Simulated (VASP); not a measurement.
# Al (Fm-3m) in VASP: notebook

Al is run at these levels: LDA; tasks: single point.

Program: VASP 6.6.1. These are calculated values, not measurements. Logs are shortened: lines on timing, memory, paths and dates and some standing lists are left out, and cuts for length are marked.

### Step 1. The cell of the first run

The structure is cubic, space group Fm-3m (No. 225). The conventional cell has a = 3.984 Å, b = 3.984 Å, c = 3.984 Å, α = 90.00°, β = 90.00°, γ = 90.00°. Al (site symmetry m-3m) has 12 Al at 2.82 Å within 3.7 Å.

### Step 2. Single point, LDA

File INCAR:

```
  PREC = Accurate
  ENCUT = 520
  EDIFF = 1E-7
  ISMEAR = 0
  SIGMA = 0.1
  LREAL = False
  LASPH = True
  NELM = 80
  ALGO = Normal
  ISIF = 2
  LWAVE = False
  LCHARG = False
  GGA = CA
  NBANDS = 8
```

File KPOINTS:

```
regular mesh
0
Gamma
  18 18 18
```

File POSCAR:

```
Al
1.0
    0.0000000000      1.9920517141      1.9920517141
    1.9920517141      0.0000000000      1.9920517141
    1.9920517141      1.9920517141      0.0000000000
Al
1
Direct
    0.0000000000      0.0000000000      0.0000000000
```

Potentials or basis: VASP PAW LDA potentials, release 64 (Al).

Started as:

```sh
$ cat potpaw_LDA.64/Al/POTCAR > POTCAR
$ mpirun -np 1 vasp_std > vasp.out
```

OUTCAR:

```text
PREC = Accurate
   ENCUT = 520
   EDIFF = 1E-7
   ISMEAR = 0
   LREAL = False
   LASPH = True
   NELM = 80
   ISIF = 2
   GGA = CA

 ion  position               nearest neighbor table
   1  0.000  0.000  0.000-

  LATTYP: Found a face centered cubic cell.
 ALAT       =     3.9841034282

  Lattice vectors:

 A1 = (   0.0000000000,   1.9920517141,   1.9920517141)
 A2 = (   1.9920517141,   0.0000000000,   1.9920517141)
 A3 = (   1.9920517141,   1.9920517141,   0.0000000000)

Analysis of symmetry for initial positions (statically):
=====================================================================
 Subroutine PRICEL returns:
 Original cell was already a primitive cell.

 Routine SETGRP: Setting up the symmetry group for a
 face centered cubic supercell.

 Subroutine GETGRP returns: Found 48 space group operations
 (whereof 48 operations were pure point group operations)
 out of a pool of 48 trial point group operations.

The static configuration has the point symmetry O_h .

Analysis of symmetry for dynamics (positions and initial velocities):
=====================================================================
 Subroutine PRICEL returns:
 Original cell was already a primitive cell.

 Routine SETGRP: Setting up the symmetry group for a
 face centered cubic supercell.

 Subroutine GETGRP returns: Found 48 space group operations
 (whereof 48 operations were pure point group operations)
 out of a pool of 48 trial point group operations.

The dynamic configuration has the point symmetry O_h .

 Subroutine INISYM returns: Found 48 space group operations
 (whereof 48 operations are pure point group operations),
 and found     1 'primitive' translations

----------------------------------------------------------------------------------------

                                     Primitive cell

  volume of cell :      15.8100

  direct lattice vectors                    reciprocal lattice vectors
     0.000000000  1.992051714  1.992051714    -0.250997500  0.250997500  0.250997500
     1.992051714  0.000000000  1.992051714     0.250997500 -0.250997500  0.250997500
     1.992051714  1.992051714  0.000000000     0.250997500  0.250997500 -0.250997500

  length of vectors
     2.817186551  2.817186551  2.817186551     0.434740422  0.434740422  0.434740422

  position of ions in fractional coordinates (direct lattice)
     0.000000000  0.000000000  0.000000000

  ion indices of the primitive-cell ions
   primitive index   ion index
[... 71 lines left out ...]
   ENCUT  =  520.0 eV  38.22 Ry    6.18 a.u.   5.24  5.24  5.24*2*pi/ulx,y,z
   NELM   =     80;   NELMIN=  2; NELMDL= -5     # of ELM steps
   EDIFF  = 0.1E-06   stopping-criterion for ELM
   LREAL  =      F    real-space projection
   EDIFFG = 0.1E-05   stopping-criterion for IOM
   NSW    =      0    number of steps for IOM
   IBRION =     -1    ionic relax: 0-MD 1-quasi-New 2-CG
   NFREE  =      0    steps in history (QN), initial steepest desc. (CG)
   ISIF   =      2    stress and relaxation
   ISYM   =      2    0-nonsym 1-usesym 2-fastsym
   POTIM  = 0.5000    time-step for ionic-motion
   TEBEG  =    0.0;   TEEND  =   0.0 temperature during run
   PSTRESS=    0.0 pullay stress
   NELECT =       3.0000    total number of electrons
   NUPDOWN=      -1.0000    fix difference up-down
   EMIN   =  10.00;   EMAX   =-10.00  energy-range for DOS
   EFERMI =   0.00;   METHOD = LEGACY
   ISMEAR =     0;   SIGMA  =   0.10  broadening in eV -4-tet -1-fermi 0-gaus
   EFERMI_NEDOS =   21; number of points for ismear=-14 and -15
   IALGO  =     38    algorithm
   IMIX   =      4    mixing-type and parameters
     AMIX     =   0.40;   BMIX     =  1.00
     AMIX_MAG =   1.60;   BMIX_MAG =  1.00
  volume/ion in A,a.u.               =      15.81       106.69
  Fermi-wavevector in a.u.,A,eV,Ry     =   0.940744  1.777748 12.041138  0.884999
  Thomas-Fermi vector in A             =   2.068186
   LORBIT       =      0    0 simple, 1 ext, 2 COOP (PROOUT), +10 PAW based schemes
   GGA     = CA    functional components
   LHFCALC =     F    Hartree Fock is set to
   AEXX    =    0.0000 exact exchange contribution
   IVDW    =     0    specifies the selected vdW correction
   LEPSILON=     F    determine dielectric tensor
   LRPA    =     F    only Hartree local field effects (RPA)
 non-spin polarized calculation
 Gauss-broadening in eV      SIGMA  =   0.10
  energy-cutoff  :      520.00
  volume of cell :       15.81
 maximum number of plane-waves:       444
 NGX is ok and might be reduce to    24
   NGX = 11   NGY = 11   NGZ = 11

 number of electron       3.0000000 magnetization

 Free energy of the ion-electron system (eV)
  ---------------------------------------------------
  ext. energy  EPLUGINS =         0.00000000
  ---------------------------------------------------
  free energy    TOTEN  =        -4.19015136 eV

  energy without entropy =       -4.18716337  energy(sigma->0) =       -4.18865736

 E-fermi :   8.2331     XC(G=0): -10.5026

 val. band max:        8.2152051642   @ k =  -0.2778   0.2778   0.0556
 cond. band min:       8.2402292727   @ k =  -0.4444   0.3333   0.1111
 fundamental gap:      0.0250241086
 Fermi energy:         8.2331302661

 k-point     1 :       0.0000    0.0000    0.0000
  band No.  band energies     occupation
      1      -3.1558      2.00000
      2      21.0461      0.00000
      3      21.0461      0.00000
      4      21.0461      0.00000
      5      22.6983      0.00000
      6      22.6983      0.00000
      7      22.6983      0.00000
      8      25.1677      0.00000
[... 243 lines left out ...]
 k-point    24 :      -0.2222    0.0556    0.0000
  band No.  band energies     occupation
      1      -1.4724      2.00000
      2      12.1597      0.00000
      3      17.7208      0.00000
      4      20.6140      0.00000
      5      22.3829      0.00000
      6      23.5473      0.00000
      7      23.9284      0.00000
      8      26.1567      0.00000

 [... further k-points ...]
[... 5 lines left out ...]
  --------------------------------------------------------------------------------------
  -------------------------------------------------------------------------------------
  Total        0.0039241      0.0039241      0.0039241     -0.0000000      0.0000000     -0.0000000
  in kB        0.3976685      0.3976685      0.3976685     -0.0000000      0.0000000     -0.0000000
  external PRESSURE =       0.3976685 kB  Pullay stress =       0.0000000 kB

 VOLUME and BASIS-vectors are now :
 -----------------------------------------------------------------------------
  energy-cutoff  :      520.00
  volume of cell :       15.81
      direct lattice vectors                 reciprocal lattice vectors
     0.000000000  1.992051714  1.992051714    -0.250997500  0.250997500  0.250997500
     1.992051714  0.000000000  1.992051714     0.250997500 -0.250997500  0.250997500
     1.992051714  1.992051714  0.000000000     0.250997500  0.250997500 -0.250997500

 POSITION                                       TOTAL-FORCE (eV/Angst)
 -----------------------------------------------------------------------------------
      0.00000      0.00000      0.00000         0.000000      0.000000      0.000000
 -----------------------------------------------------------------------------------
    total drift:                                0.000000     -0.000000     -0.000000

  FREE ENERGIE OF THE ION-ELECTRON SYSTEM (eV)
  ---------------------------------------------------
  free  energy   TOTEN  =        -4.1901513574 eV

  energy  without entropy=       -4.1871633665  energy(sigma->0) =       -4.18865736
```

OSZICAR:

```text
N       E                     dE             d eps       ncg     rms          rms(c)
DAV:   1    -0.274368391580E+01   -0.27437E+01   -0.93237E+02  3144   0.212E+02
DAV:   2    -0.421272215010E+01   -0.14690E+01   -0.14193E+01  4368   0.194E+01
DAV:   3    -0.421996072878E+01   -0.72386E-02   -0.72318E-02  4072   0.149E+00
DAV:   4    -0.421997339857E+01   -0.12670E-04   -0.12670E-04  4896   0.557E-02
DAV:   5    -0.421997341413E+01   -0.15555E-07   -0.14817E-07  4048   0.103E-03    0.144E+00
DAV:   6    -0.420189165558E+01    0.18082E-01   -0.23649E-03  4184   0.193E-01    0.809E-01
DAV:   7    -0.419017590167E+01    0.11716E-01   -0.59305E-03  4024   0.301E-01    0.168E-01
DAV:   8    -0.419015159667E+01    0.24305E-04   -0.18578E-05  4680   0.277E-02    0.150E-02
DAV:   9    -0.419015136405E+01    0.23262E-06   -0.13684E-07  4336   0.179E-03    0.742E-04
DAV:  10    -0.419015135741E+01    0.66409E-08   -0.25663E-09  3936   0.299E-04
   1 F= -.41901514E+01 E0= -.41886574E+01  d E =-.298799E-02
```

stdout:

```text
POSCAR found type information on POSCAR Al
 POSCAR found :  1 types and       1 ions
 scaLAPACK will be used
 LDA part: xc-table for (Slater(with rela. corr.)+CA(PZ))
 , standard interpolation
 POSCAR, INCAR and KPOINTS ok, starting setup
 FFT: planning ... GRIDC
 FFT: planning ... GRID_SOFT
 FFT: planning ... GRID
 WAVECAR not read
 entering main loop
```

It took 8.5 s on 1 thread of Intel Xeon Platinum 8488C (Sapphire Rapids), shared host; peak memory 0.13 GiB.

Results:

```
Free energy : -4.1902 eV
Pressure    : 0.0 GPa
```

Levels at points of the mesh, in eV from the Fermi level:
```
           k point  band 1  band 2  band 3  band 4  band 5
(0.00, 0.00, 0.00)  -11.39   12.81   12.81   12.81   14.47
(0.50, 0.00, 0.00)   -4.71   -4.44   11.64   11.64   11.70
(0.50, 0.50, 0.00)   -2.99   -1.61    5.31    5.74    5.74
```

### Step 3. Single point, LDA

This run uses another cell than the first one, of 16.58 Å³/atom, 1.049 times its volume.

File INCAR:

```
PREC     = Accurate       # precision mode
ENCUT    = 500            # plane-wave cutoff, eV
EDIFF    = 1E-6           # SCF threshold, eV
ISMEAR   = 0              # smearing method
SIGMA    = 0.1            # smearing width, eV
LREAL    = False          # projectors in reciprocal space
LASPH    = True           # aspherical terms in the spheres
NELM     = 120            # most SCF steps
ALGO     = Normal         # electronic algorithm
ISIF     = 2              # what is computed and relaxed
LWAVE    = False          # write WAVECAR
LCHARG   = True           # write CHGCAR
LELF     = True           # ELF
LVHAR    = True         
NBANDS   = 8              # bands
GGA_COMPAT= False
```

File KPOINTS:

```
Automatic mesh
0
Gamma
  8 8 8
```

File POSCAR:

```
Al
1.0
    0.0000000000      2.0239800000      2.0239800000
    2.0239800000      0.0000000000      2.0239800000
    2.0239800000      2.0239800000      0.0000000000
Al
1
Direct
    0.0000000000      0.0000000000      0.0000000000
```

Potentials or basis: VASP PAW LDA potentials, release 64 (Al).

Started as:

```sh
$ cat potpaw_LDA.64/Al/POTCAR > POTCAR
$ mpirun -np 1 vasp_std > vasp.out
```

OUTCAR:

```text
PREC = Accurate
   ENCUT = 500
   EDIFF = 1E-6
   ISMEAR = 0
   LREAL = False
   LASPH = True
   NELM = 120
   ISIF = 2

 ion  position               nearest neighbor table
   1  0.000  0.000  0.000-

  LATTYP: Found a face centered cubic cell.
 ALAT       =     4.0479600000

  Lattice vectors:

 A1 = (   0.0000000000,   2.0239800000,   2.0239800000)
 A2 = (   2.0239800000,   0.0000000000,   2.0239800000)
 A3 = (   2.0239800000,   2.0239800000,   0.0000000000)

Analysis of symmetry for initial positions (statically):
=====================================================================
 Subroutine PRICEL returns:
 Original cell was already a primitive cell.

 Routine SETGRP: Setting up the symmetry group for a
 face centered cubic supercell.

 Subroutine GETGRP returns: Found 48 space group operations
 (whereof 48 operations were pure point group operations)
 out of a pool of 48 trial point group operations.

The static configuration has the point symmetry O_h .

Analysis of symmetry for dynamics (positions and initial velocities):
=====================================================================
 Subroutine PRICEL returns:
 Original cell was already a primitive cell.

 Routine SETGRP: Setting up the symmetry group for a
 face centered cubic supercell.

 Subroutine GETGRP returns: Found 48 space group operations
 (whereof 48 operations were pure point group operations)
 out of a pool of 48 trial point group operations.

The dynamic configuration has the point symmetry O_h .

 Subroutine INISYM returns: Found 48 space group operations
 (whereof 48 operations are pure point group operations),
 and found     1 'primitive' translations

----------------------------------------------------------------------------------------

                                     Primitive cell

  volume of cell :      16.5824

  direct lattice vectors                    reciprocal lattice vectors
[... 102 lines left out ...]
   IALGO  =     38    algorithm
   IMIX   =      4    mixing-type and parameters
     AMIX     =   0.40;   BMIX     =  1.00
     AMIX_MAG =   1.60;   BMIX_MAG =  1.00
  volume/ion in A,a.u.               =      16.58       111.90
  Fermi-wavevector in a.u.,A,eV,Ry     =   0.925903  1.749704 11.664236  0.857297
  Thomas-Fermi vector in A             =   2.051808
   LORBIT       =      0    0 simple, 1 ext, 2 COOP (PROOUT), +10 PAW based schemes
   GGA     = CA    functional components
   LHFCALC =     F    Hartree Fock is set to
   AEXX    =    0.0000 exact exchange contribution
   IVDW    =     0    specifies the selected vdW correction
   LEPSILON=     F    determine dielectric tensor
   LRPA    =     F    only Hartree local field effects (RPA)
 non-spin polarized calculation
 Gauss-broadening in eV      SIGMA  =   0.10
  energy-cutoff  :      500.00
  volume of cell :       16.58
 maximum number of plane-waves:       444
 NGX is ok and might be reduce to    24
   NGX = 11   NGY = 11   NGZ = 11

 number of electron       3.0000000 magnetization

 Free energy of the ion-electron system (eV)
  ---------------------------------------------------
  ext. energy  EPLUGINS =         0.00000000
  ---------------------------------------------------
  free energy    TOTEN  =        -4.17850985 eV

  energy without entropy =       -4.17544163  energy(sigma->0) =       -4.17697574

 E-fermi :   7.8017     XC(G=0): -10.3245

 val. band max:        7.4372582639   @ k =  -0.2500   0.3750   0.1250
 cond. band min:       7.8767775947   @ k =   0.5000   0.2500   0.1250
 fundamental gap:      0.4395193308
 Fermi energy:         7.8016726206

 k-point     1 :       0.0000    0.0000    0.0000
  band No.  band energies     occupation
      1      -3.3251      2.00000
      2      20.2856      0.00000
      3      20.2856      0.00000
      4      20.2856      0.00000
      5      21.5666      0.00000
      6      21.5666      0.00000
      7      21.5666      0.00000
      8      24.3192      0.00000
[... 243 lines left out ...]
 k-point    24 :      -0.3750    0.2500    0.1250
  band No.  band energies     occupation
      1       4.2507      2.00000
      2       4.4423      2.00000
      3      12.7056      0.00000
      4      13.0772      0.00000
      5      20.8869      0.00000
      6      21.3616      0.00000
      7      27.7529      0.00000
      8      28.1095      0.00000

 [... further k-points ...]
[... 5 lines left out ...]
  --------------------------------------------------------------------------------------
  -------------------------------------------------------------------------------------
  Total       -0.3710528     -0.3710528     -0.3710528     -0.0000000     -0.0000000      0.0000000
  in kB      -35.8506963    -35.8506963    -35.8506963     -0.0000000     -0.0000000      0.0000000
  external PRESSURE =     -35.8506963 kB  Pullay stress =       0.0000000 kB

 VOLUME and BASIS-vectors are now :
 -----------------------------------------------------------------------------
  energy-cutoff  :      500.00
  volume of cell :       16.58
      direct lattice vectors                 reciprocal lattice vectors
     0.000000000  2.023980000  2.023980000    -0.247038014  0.247038014  0.247038014
     2.023980000  0.000000000  2.023980000     0.247038014 -0.247038014  0.247038014
     2.023980000  2.023980000  0.000000000     0.247038014  0.247038014 -0.247038014

 POSITION                                       TOTAL-FORCE (eV/Angst)
 -----------------------------------------------------------------------------------
      0.00000      0.00000      0.00000         0.000000      0.000000     -0.000000
 -----------------------------------------------------------------------------------
    total drift:                               -0.000000      0.000000      0.000000

  FREE ENERGIE OF THE ION-ELECTRON SYSTEM (eV)
  ---------------------------------------------------
  free  energy   TOTEN  =        -4.1785098474 eV

  energy  without entropy=       -4.1754416267  energy(sigma->0) =       -4.17697574
```

OSZICAR:

```text
N       E                     dE             d eps       ncg     rms          rms(c)
DAV:   1    -0.258844849551E+01   -0.25884E+01   -0.91817E+02   472   0.206E+02
DAV:   2    -0.419866282224E+01   -0.16102E+01   -0.15987E+01   656   0.202E+01
DAV:   3    -0.420696938144E+01   -0.83066E-02   -0.83064E-02   592   0.155E+00
DAV:   4    -0.420698178906E+01   -0.12408E-04   -0.12408E-04   720   0.660E-02
DAV:   5    -0.420698179645E+01   -0.73825E-08   -0.79158E-08   576   0.833E-04    0.136E+00
DAV:   6    -0.418973121866E+01    0.17251E-01   -0.25444E-03   600   0.201E-01    0.767E-01
DAV:   7    -0.417853189253E+01    0.11199E-01   -0.64203E-03   568   0.314E-01    0.159E-01
DAV:   8    -0.417851006488E+01    0.21828E-04   -0.20162E-05   704   0.298E-02    0.158E-02
DAV:   9    -0.417850984739E+01    0.21749E-06   -0.13349E-07   600   0.166E-03
   1 F= -.41785098E+01 E0= -.41769757E+01  d E =-.306822E-02
```

stdout:

```text
POSCAR found type information on POSCAR Al
 POSCAR found :  1 types and       1 ions
 scaLAPACK will be used
 LDA part: xc-table for (Slater(with rela. corr.)+CA(PZ))
 , standard interpolation
 POSCAR, INCAR and KPOINTS ok, starting setup
 FFT: planning ... GRIDC
 FFT: planning ... GRID_SOFT
 FFT: planning ... GRID
 WAVECAR not read
 entering main loop
```

It took 8.5 s on 1 thread of AMD EPYC 7R43 (Zen 3), shared host; peak memory 0.08 GiB.

Results:

| Property | Result |
| --- | --- |
| Free energy | -4.1785 eV |
| Pressure | -3.6 GPa |
